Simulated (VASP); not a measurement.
# TaN (P6/mmm) in VASP: further runs

The runs below take TaN through single point, with LDA.

Everything below comes from runs of VASP 6.6.1. Logs are shortened: lines on timing, memory, paths and dates and some standing lists are left out, and cuts for length are marked.

## Step 1: The cell of the first run

It takes space group P6/mmm (No. 191, hexagonal). Conventional cell: a = 5.168 Å, b = 5.168 Å, c = 2.898 Å, α = 90.00°, β = 90.00°, γ = 120.00°. Within 3.4 Å of Ta (site symmetry 6/mmm) lie 6 N at 2.58 Å and 14 Ta at 2.90 to 3.32 Å. Ta (site symmetry -6m2) has 6 N at 2.08 Å and 5 Ta at 2.90 to 2.98 Å within 3.0 Å. N (site symmetry mmm) has 6 Ta at 2.08 to 2.58 Å and 6 N at 2.58 to 2.90 Å within 2.9 Å.

## Step 2: Single point, LDA (11.17 Å³/atom)

Contents of INCAR:

```
SYSTEM = TaN
ALGO = Normal
EDIFF = 1E-6
ENCUT = 520
GGA = CA
ISIF = 2
ISMEAR = -1
LASPH = .TRUE.
LCHARG = .FALSE.
LREAL = .FALSE.
LWAVE = .FALSE.
NBANDS = 33
NELM = 80
PREC = Accurate
SIGMA = 0.03
```

Contents of KPOINTS:

```
k-points
0
G
  5 5 8
  0 0 0
```

Contents of POSCAR:

```
TaN
1.0
    5.1676579916      0.0000000000      0.0000000000
   -2.5838289958      4.4753230988      0.0000000000
    0.0000000000      0.0000000000      2.8982741748
Ta N
3 3
Direct
    0.0000000000      0.0000000000      0.0000000000
    0.3333333333      0.6666666667      0.5000000000
    0.6666666667      0.3333333333      0.5000000000
    0.5000000000      0.0000000000      0.0000000000
    0.5000000000      0.5000000000      0.0000000000
    0.0000000000      0.5000000000      0.0000000000
```

Potentials or basis: VASP PAW LDA potentials, release 64 (Ta_pv, N).

Command:

```bash
> cat potpaw_LDA.64/Ta_pv/POTCAR potpaw_LDA.64/N/POTCAR > POTCAR
> mpirun -np 1 vasp_std > vasp.out
```

OUTCAR:

```text
SYSTEM = TaN
   EDIFF = 1E-6
   ENCUT = 520
   GGA = CA
   ISIF = 2
   ISMEAR = -1
   LASPH = .TRUE.
   LREAL = .FALSE.
   NELM = 80
   PREC = Accurate

 ion  position               nearest neighbor table
   1  0.000  0.000  0.000-   4 2.58   4 2.58   6 2.58   6 2.58   5 2.58   5 2.58   3 3.32   3 3.32
                             2 3.32   2 3.32   2 3.32   3 3.32   2 3.32   3 3.32   2 3.32   3 3.32
   2  0.333  0.667  0.500-   6 2.08   6 2.08   4 2.08   4 2.08   5 2.08   5 2.08   3 2.98   3 2.98
                             3 2.98   1 3.32   1 3.32   1 3.32   1 3.32   1 3.32   1 3.32
   3  0.667  0.333  0.500-   6 2.08   6 2.08   4 2.08   4 2.08   5 2.08   5 2.08   2 2.98   2 2.98
                             2 2.98   1 3.32   1 3.32   1 3.32   1 3.32   1 3.32   1 3.32
   4  0.500  0.000  0.000-   2 2.08   3 2.08   2 2.08   3 2.08   1 2.58   1 2.58
   5  0.500  0.500  0.000-   2 2.08   3 2.08   2 2.08   3 2.08   1 2.58   1 2.58
   6  0.000  0.500  0.000-   2 2.08   3 2.08   2 2.08   3 2.08   1 2.58   1 2.58

  LATTYP: Found a hexagonal cell.
 ALAT       =     5.1676579916
 C/A-ratio  =     0.5608486822

  Lattice vectors:

 A1 = (   5.1676579916,   0.0000000000,   0.0000000000)
 A2 = (  -2.5838289958,   4.4753230988,   0.0000000000)
 A3 = (   0.0000000000,   0.0000000000,   2.8982741748)

Analysis of symmetry for initial positions (statically):
=====================================================================
 Subroutine PRICEL returns:
 Original cell was already a primitive cell.

 Routine SETGRP: Setting up the symmetry group for a
 hexagonal supercell.

 Subroutine GETGRP returns: Found 24 space group operations
 (whereof 24 operations were pure point group operations)
 out of a pool of 24 trial point group operations.

The static configuration has the point symmetry D_6h.

Analysis of symmetry for dynamics (positions and initial velocities):
=====================================================================
 Subroutine PRICEL returns:
 Original cell was already a primitive cell.

 Routine SETGRP: Setting up the symmetry group for a
 hexagonal supercell.

 Subroutine GETGRP returns: Found 24 space group operations
 (whereof 24 operations were pure point group operations)
 out of a pool of 24 trial point group operations.

The dynamic configuration has the point symmetry D_6h.

 Subroutine INISYM returns: Found 24 space group operations
 (whereof 24 operations are pure point group operations),
 and found     1 'primitive' translations

----------------------------------------------------------------------------------------

                                     Primitive cell

  volume of cell :      67.0282

  direct lattice vectors                    reciprocal lattice vectors
     5.167657992  0.000000000  0.000000000     0.193511258  0.111723777  0.000000000
    -2.583828996  4.475323099  0.000000000     0.000000000  0.223447554  0.000000000
     0.000000000  0.000000000  2.898274175     0.000000000  0.000000000  0.345032919

  length of vectors
     5.167657992  5.167657992  2.898274175     0.223447554  0.223447554  0.345032919

  position of ions in fractional coordinates (direct lattice)
     0.000000000  0.000000000  0.000000000
     0.333333333  0.666666667  0.500000000
     0.666666667  0.333333333  0.500000000
     0.500000000  0.000000000  0.000000000
     0.500000000  0.500000000  0.000000000
     0.000000000  0.500000000  0.000000000

  ion indices of the primitive-cell ions
   primitive index   ion index
                 1           1
                 2           2
                 3           3
                 4           4
                 5           5
                 6           6

----------------------------------------------------------------------------------------

 KPOINTS: k-points

Automatic generation of k-mesh.
 Grid dimensions read from file:
 generate k-points for:    5    5    8

 Generating k-lattice:

  Cartesian coordinates                     Fractional coordinates (reciprocal lattice)
     0.038702252  0.022344755  0.000000000     0.200000000  0.000000000  0.000000000
     0.000000000  0.044689511  0.000000000     0.000000000  0.200000000  0.000000000
     0.000000000  0.000000000  0.043129115     0.000000000  0.000000000  0.125000000

  Length of vectors
     0.044689511  0.044689511  0.043129115

  Shift w.r.t. Gamma in fractional coordinates (k-lattice)
     0.000000000  0.000000000  0.000000000

 Subroutine IBZKPT returns following result:
 ===========================================

 Found     25 irreducible k-points:

 Following reciprocal coordinates:
            Coordinates               Weight
  0.000000  0.000000  0.000000      1.000000
  0.200000  0.000000  0.000000      6.000000
  0.400000  0.000000  0.000000      6.000000
  0.200000  0.200000  0.000000      6.000000
  0.400000  0.200000  0.000000      6.000000
  0.000000  0.000000  0.125000      2.000000
[... 16 lines left out ...]
  0.400000  0.000000  0.500000      6.000000
  0.200000  0.200000  0.500000      6.000000
   k-points           NKPTS =     25   k-points in BZ     NKDIM =     25   number of bands    NBANDS=     33
   number of dos      NEDOS =    301   number of ions     NIONS =      6
   total plane-waves  NPLWV =  38400
   dimension x,y,z NGX =    40 NGY =   40 NGZ =   24
   dimension x,y,z NGXF=    80 NGYF=   80 NGZF=   48
   ions per type =               3   3
   NGX,Y,Z   is equivalent  to a cutoff of  12.87, 12.87, 13.77 a.u.
   NGXF,Y,Z  is equivalent  to a cutoff of  25.74, 25.74, 27.53 a.u.
 SYSTEM =  TaN
   PREC   = accura    normal or accurate (medium, high low for compatibility)
   ISTART =      0    job   : 0-new  1-cont  2-samecut
   ICHARG =      2    charge: 1-file 2-atom 10-const
   ISPIN  =      1    spin polarized calculation?
   LNONCOLLINEAR =      F non collinear calculations
   LSORBIT =      F    spin-orbit coupling
   LASPH  =      T    aspherical Exc in radial PAW
   ENCUT  =  520.0 eV  38.22 Ry    6.18 a.u.   9.61  9.61  5.39*2*pi/ulx,y,z
   NELM   =     80;   NELMIN=  2; NELMDL= -5     # of ELM steps
   EDIFF  = 0.1E-05   stopping-criterion for ELM
   LREAL  =      F    real-space projection
   EDIFFG = 0.1E-04   stopping-criterion for IOM
   NSW    =      0    number of steps for IOM
   IBRION =     -1    ionic relax: 0-MD 1-quasi-New 2-CG
   NFREE  =      0    steps in history (QN), initial steepest desc. (CG)
   ISIF   =      2    stress and relaxation
   ISYM   =      2    0-nonsym 1-usesym 2-fastsym
   POTIM  = 0.5000    time-step for ionic-motion
   TEBEG  =    0.0;   TEEND  =   0.0 temperature during run
   PSTRESS=    0.0 pullay stress
   NELECT =      48.0000    total number of electrons
   NUPDOWN=      -1.0000    fix difference up-down
   EMIN   =  10.00;   EMAX   =-10.00  energy-range for DOS
   EFERMI =   0.00;   METHOD = LEGACY
   ISMEAR =    -1;   SIGMA  =   0.03  broadening in eV -4-tet -1-fermi 0-gaus
   EFERMI_NEDOS =   21; number of points for ismear=-14 and -15
   IALGO  =     38    algorithm
   IMIX   =      4    mixing-type and parameters
     AMIX     =   0.40;   BMIX     =  1.00
     AMIX_MAG =   1.60;   BMIX_MAG =  1.00
  volume/ion in A,a.u.               =      11.17        75.39
  Fermi-wavevector in a.u.,A,eV,Ry     =   1.464657  2.767801 29.187506  2.145221
  Thomas-Fermi vector in A             =   2.580607
   LORBIT       =      0    0 simple, 1 ext, 2 COOP (PROOUT), +10 PAW based schemes
   GGA     = CA    functional components
   LHFCALC =     F    Hartree Fock is set to
   AEXX    =    0.0000 exact exchange contribution
   IVDW    =     0    specifies the selected vdW correction
   LEPSILON=     F    determine dielectric tensor
   LRPA    =     F    only Hartree local field effects (RPA)
 non-spin polarized calculation
  energy-cutoff  :      520.00
  volume of cell :       67.03
 maximum number of plane-waves:      1826
 NGX is ok and might be reduce to    40
   NGX = 19   NGY = 19   NGZ = 11

 number of electron      48.0000004 magnetization

 Free energy of the ion-electron system (eV)
  ---------------------------------------------------
  ext. energy  EPLUGINS =         0.00000000
  ---------------------------------------------------
  free energy    TOTEN  =       -71.35242112 eV

  energy without entropy =      -71.34764819  energy(sigma->0) =      -71.35003466

 E-fermi :   8.2073     XC(G=0): -13.3407

 val. band max:        8.1746634840   @ k =   0.2000   0.0000   0.3750
 cond. band min:       8.2127880616   @ k =   0.0000   0.0000   0.3750
 fundamental gap:      0.0381245775
 Fermi energy:         8.2072637339

 k-point     1 :       0.0000    0.0000    0.0000
  band No.  band energies     occupation
      1     -27.8157      2.00000
      2     -27.8157      2.00000
      3     -27.4044      2.00000
      4     -27.4044      2.00000
      5     -27.1854      2.00000
      6     -27.0527      2.00000
[... 25 lines left out ...]
     32      11.4677      0.00000
     33      11.4677      0.00000

 k-point     2 :       0.2000    0.0000    0.0000
  band No.  band energies     occupation
      1     -27.8458      2.00000
      2     -27.7968      2.00000
      3     -27.3812      2.00000
      4     -27.3618      2.00000
      5     -27.1726      2.00000
      6     -27.1003      2.00000
[... 25 lines left out ...]
     32      11.6228      0.00000
     33      11.8659      0.00000

 k-point     3 :       0.4000    0.0000    0.0000
  band No.  band energies     occupation
      1     -27.8866      2.00000
      2     -27.7173      2.00000
      3     -27.4466      2.00000
      4     -27.2943      2.00000
      5     -27.1433      2.00000
      6     -27.1227      2.00000
[... 25 lines left out ...]
     32      11.8417      0.00000
     33      12.0214      0.00000

 k-point     4 :       0.2000    0.2000    0.0000
  band No.  band energies     occupation
      1     -27.8653      2.00000
      2     -27.7545      2.00000
      3     -27.4289      2.00000
      4     -27.3041      2.00000
      5     -27.1506      2.00000
      6     -27.1236      2.00000
[... 25 lines left out ...]
     32      11.6599      0.00000
     33      11.8654      0.00000

 k-point     5 :       0.4000    0.2000    0.0000
  band No.  band energies     occupation
      1     -27.8737      2.00000
      2     -27.6741      2.00000
      3     -27.5424      2.00000
      4     -27.2702      2.00000
      5     -27.1259      2.00000
      6     -27.1056      2.00000
[... 604 lines left out ...]
 k-point    22 :       0.2000    0.0000    0.5000
  band No.  band energies     occupation
      1     -28.1559      2.00000
      2     -27.9509      2.00000
      3     -27.6566      2.00000
      4     -27.6158      2.00000
      5     -27.2420      2.00000
      6     -27.1838      2.00000
[... 25 lines left out ...]
     32      12.4741      0.00000
     33      12.9140      0.00000

 k-point    23 :       0.4000    0.0000    0.5000
  band No.  band energies     occupation
      1     -28.1214      2.00000
      2     -27.9988      2.00000
      3     -27.6723      2.00000
      4     -27.5605      2.00000
      5     -27.3081      2.00000
      6     -27.1670      2.00000
[... 25 lines left out ...]
     32      12.3781      0.00000
     33      13.8122      0.00000

 k-point    24 :       0.2000    0.2000    0.5000
  band No.  band energies     occupation
      1     -28.1288      2.00000
      2     -27.9891      2.00000
      3     -27.6815      2.00000
      4     -27.5527      2.00000
      5     -27.3067      2.00000
      6     -27.1656      2.00000
[... 25 lines left out ...]
     32      12.1719      0.00000
     33      13.6824      0.00000

 [... further k-points ...]

------------------------ aborting loop because EDIFF is reached ----------------------------------------

  FORCE on cell =-STRESS in cart. coord.  units (eV):
  Direction    XX          YY          ZZ          XY          YZ          ZX
  --------------------------------------------------------------------------------------
  -------------------------------------------------------------------------------------
  Total        0.2515672      0.2515672     -0.0808316      0.0000000      0.0000000      0.0000000
  in kB        6.0132174      6.0132174     -1.9321201      0.0000000      0.0000000      0.0000000
  external PRESSURE =       3.3647716 kB  Pullay stress =       0.0000000 kB

 VOLUME and BASIS-vectors are now :
 -----------------------------------------------------------------------------
  energy-cutoff  :      520.00
  volume of cell :       67.03
      direct lattice vectors                 reciprocal lattice vectors
     5.167657992  0.000000000  0.000000000     0.193511258  0.111723777  0.000000000
    -2.583828996  4.475323099  0.000000000     0.000000000  0.223447554  0.000000000
     0.000000000  0.000000000  2.898274175     0.000000000  0.000000000  0.345032919

 POSITION                                       TOTAL-FORCE (eV/Angst)
 -----------------------------------------------------------------------------------
      0.00000      0.00000      0.00000        -0.000000      0.000000     -0.000000
     -0.00000      2.98355      1.44914        -0.000000      0.000000      0.000000
      2.58383      1.49177      1.44914         0.000000      0.000000     -0.000000
      2.58383      0.00000      0.00000        -0.000000      0.000000     -0.000000
      1.29191      2.23766      0.00000        -0.000000      0.000000     -0.000000
     -1.29191      2.23766      0.00000        -0.000000      0.000000     -0.000000
 -----------------------------------------------------------------------------------
    total drift:                               -0.000000      0.000000     -0.000000

  FREE ENERGIE OF THE ION-ELECTRON SYSTEM (eV)
  ---------------------------------------------------
  free  energy   TOTEN  =       -71.3524211215 eV

  energy  without entropy=      -71.3476481909  energy(sigma->0) =      -71.35003466
```

Run time: 46 s. Hardware: 1 thread of Intel Xeon 8259CL, shared host; peak memory 0.18 GiB.

What came out:

```
Free energy            : -71.3524 eV
Pressure               : 0.3 GPa
Band gap on the k mesh : zero (bands 24 and 25 overlap by 2.19 eV)
```

Caveat: spin-orbit coupling is left out, which moves the levels of the heavy elements.

## Step 3: Single point, LDA (11.40 Å³/atom)

This run uses another cell than the first one, of 11.40 Å³/atom.

Contents of INCAR:

```
SYSTEM = TaN
PREC     = Accurate       ! precision mode
ENCUT    = 520            ! plane-wave cutoff, eV
EDIFF    = 1E-6           ! SCF threshold, eV
ISMEAR   = -1             ! smearing method
SIGMA    = 0.03           ! smearing width, eV
LREAL    = .False.        ! projectors in reciprocal space
LASPH    = .True.         ! aspherical terms in the spheres
NELM     = 80             ! most SCF steps
ALGO     = Normal         ! electronic algorithm
ISIF     = 2              ! what is computed and relaxed
LWAVE    = .False.        ! write WAVECAR
LCHARG   = .True.         ! write CHGCAR
GGA      = CA             ! functional
LELF     = .True.         ! ELF
LVHAR    = .True.       
NBANDS   = 33             ! bands
```

Contents of KPOINTS:

```
regular mesh
0
Gamma
  5 5 8
  0 0 0
```

Edit POSCAR of step 2 so:

```diff
@@ -2,5 +2,5 @@
 1.0
-    5.1676579916      0.0000000000      0.0000000000
-   -2.5838289958      4.4753230988      0.0000000000
-    0.0000000000      0.0000000000      2.8982741748
+    5.2022252935      0.0000000000      0.0000000000
+   -2.6011126468      4.5052592604      0.0000000000
+    0.0000000000      0.0000000000      2.9176612005
 Ta N
```

Potentials or basis: VASP PAW LDA potentials, release 64 (Ta_pv, N).

Command:

```bash
> cat potpaw_LDA.64/Ta_pv/POTCAR potpaw_LDA.64/N/POTCAR > POTCAR
> mpirun -np 1 vasp_std > vasp.out
```

It took 48 s on 1 thread of Intel Xeon 8259CL, shared host; peak memory 0.19 GiB.

Results (log left out):

| Property | Result |
| --- | --- |
| Free energy | -71.3285 eV |
| Pressure | -6.2 GPa |
| Band gap on the k mesh | zero (bands 24 and 25 overlap by 2.12 eV) |

Stress tensor (GPa, compression positive):
```
-5.13  0.00  0.00
 0.00 -5.13  0.00
 0.00  0.00 -8.25
```

Levels at points of the mesh, in eV from the Fermi level:
| k point | band 22 | band 23 | band 24 | band 25 | band 26 | band 27 |
| --- | --- | --- | --- | --- | --- | --- |
| (0.00, 0.00, 0.00) | -2.47 | -2.07 | -1.29 | -1.29 | 0.74 | 0.74 |
| (0.00, 0.00, 0.50) | -3.07 | -1.90 | 0.82 | 0.82 | 1.46 | 1.70 |

Caveat: the cell stands under tension; spin-orbit coupling is left out, which moves the levels of the heavy elements.

## Step 4: Single point, LDA (11.51 Å³/atom)

This run uses another cell than the first one, of 11.51 Å³/atom.

Contents of INCAR:

```
PREC = Accurate
ENCUT = 520
EDIFF = 1E-6
ISMEAR = -1
SIGMA = 0.03
LREAL = F
LASPH = T
NELM = 60
ALGO = Normal
ISIF = 2
LWAVE = F
LCHARG = F
GGA = CA
NBANDS = 33
```

Contents of KPOINTS:

```
regular mesh
0
Gamma
  5 5 8
```

Edit POSCAR of step 3 so:

```diff
@@ -2,5 +2,5 @@
 1.0
-    5.2022252935      0.0000000000      0.0000000000
-   -2.6011126468      4.5052592604      0.0000000000
-    0.0000000000      0.0000000000      2.9176612005
+    5.2193379999      0.0000000000      0.0000000000
+   -2.6096690000      4.5200792989      0.0000000000
+    0.0000000000      0.0000000000      2.9272588394
 Ta N
```

Command:

```bash
> cat potpaw_LDA.64/Ta_pv/POTCAR potpaw_LDA.64/N/POTCAR > POTCAR
> mpirun -np 1 vasp_std > vasp.out
```

Wall time 50 s (1 thread of Intel Xeon 8259CL, shared host); peak memory 0.19 GiB.

Results (log left out):

```
Free energy            : -71.2966 eV
Pressure               : -9.2 GPa
Band gap on the k mesh : zero (bands 24 and 25 overlap by 2.08 eV)
```

Stress tensor (GPa, compression positive):
```
 -7.77   0.00   0.00
  0.00  -7.77   0.00
  0.00   0.00 -11.97
```

Levels at points of the mesh, in eV from the Fermi level:
```
           k point  band 21  band 22  band 23  band 24  band 25  band 26  band 27  band 28
(0.00, 0.00, 0.00)    -2.96    -2.43    -2.05    -1.27    -1.27     0.74     0.74     1.17
(0.00, 0.00, 0.50)    -3.04    -3.04    -1.88     0.81     0.81     1.44     1.66     2.42
```

Caveat: the cell stands under tension; spin-orbit coupling is left out, which moves the levels of the heavy elements.

(Continued in part 2 of 2.)
